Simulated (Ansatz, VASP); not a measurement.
# Two plane-wave programs on Ba

```
Ba
1.0
    -3.53159    3.53092    1.91724
     3.53092   -3.53159    1.91724
     3.53421    3.53421   -1.91846
Ba
2
Cartesian
  3.5305 -3.5312 1.9172
  0.0016 3.5320 0.9580
```

Alike in both runs: task single point; functional PBEsol; k mesh 10 × 10 × 7; occupations fermi-dirac, width 0.1 eV; no spin polarisation.

|  | VASP | Ansatz |
| --- | --- | --- |
| version | VASP 6.6.1 | Ansatz 0.2.0 |
| potentials or method | VASP PAW PBE potentials, release 64 (Ba_sv), cutoff 520 eV | plane waves (420 eV) with PAW, scalar-relativistic |
| valence electrons in the cell | 20 | 20 |

|  | VASP | Ansatz | Ansatz less VASP |
| --- | --- | --- | --- |
| pressure (GPa) | 1.7 | 1.3 | -0.31 |
| traceless stress, the component that is largest in VASP (GPa) | 0.10 | 0.14 | +0.042 |

VASP's potentials were made for PBE, not for PBEsol, and Ansatz warns of the same on its side.

Spin-orbit coupling is off throughout.
